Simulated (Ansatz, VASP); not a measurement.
## One calculation of In, two programs

Contents of INCAR:

```
SYSTEM = In
ALGO = Fast
EDIFF = 1E-7
ENCUT = 520
GGA = PS
ISIF = 2
ISMEAR = 0
LASPH = .TRUE.
LCHARG = .TRUE.
LELF = .TRUE.
LREAL = .FALSE.
LVHAR = .TRUE.
LWAVE = .FALSE.
NBANDS = 12
NELM = 100
PREC = Accurate
SIGMA = 0.1
```

File KPOINTS:

```
k-points
0
G
  18 18 18
  0 0 0
```

POSCAR

```
In
1.0
   -1.5974426219      1.5974426219      2.4986734146
    1.5974426219     -1.5974426219      2.4986734146
    1.5974426219      1.5974426219     -2.4986734146
In
1
Direct
    0.0000000000      0.0000000000      0.0000000000
```

Input for Ansatz:

```yaml
crystal:
  lattice:
    - [-1.5974426201, 1.5974426201, 2.498673416]
    - [1.5974426201, -1.5974426201, 2.498673416]
    - [1.5974426201, 1.5974426201, -2.498673416]
  atoms:
    - { symbol: In, position: [0.0, 0.0, 0.0] }
basis:
  ecutwfc: 420
kpoints:
  mp_grid: { grid: [18, 18, 18] }
  band_path:
    path:
      - [[0.0, 0.0, 0.0], [0.0, 0.0, 0.5], [0.25, 0.25, 0.25], [0.0, 0.5, 0.0], [0.0, 0.0, 0.0], [0.5, 0.5, -0.5], [0.35218133, 0.64781867, -0.35218133]]
      - [[-0.35218133, 0.35218133, 0.35218133], [0.0, 0.0, 0.0]]
      - [[0.0, 0.0, 0.5], [-0.20436266, 0.20436266, 0.5]]
      - [[0.5, 0.5, -0.20436266], [0.5, 0.5, -0.5]]
    npoints: 14
hamiltonian:
  xc: pbesol
scf:
  occupations: { method: gaussian, width: 0.1 }
  n_extra_bands: 6
output:
  forces: true
  stress: true
  eigenvalues: true
  populations: true
  dos: { projected: true, de: 0.02, nscf_kmesh: { grid: [27, 27, 27] } }
  bader: true
  write_density: true
  write_potential: true
  elf: true
  volumetric_format: npy
```

Alike in both runs: task single point; functional PBEsol; k mesh 18 × 18 × 18; occupations gaussian, width 0.1 eV; no spin polarisation.

|  | VASP | Ansatz |
| --- | --- | --- |
| version | VASP 6.6.1 | Ansatz 0.2.0 |
| potentials or method | VASP PAW PBE potentials, release 64 (In_d), cutoff 520 eV | scalar-relativistic, plane waves, PAW |
| valence electrons in the cell | 13 | 13 |

|  | VASP | Ansatz | Ansatz less VASP |
| --- | --- | --- | --- |
| gap on the k mesh at the Fermi level (eV) | none | none | - |
| pressure (GPa) | 0.0 | 0.0 | +0.02 |

VASP's potentials were made for PBE, not for PBEsol. A gap of «none» marks a metal or a gap that the smearing closes. With one functional, cell and mesh, what is left measures potentials, basis and numerics.
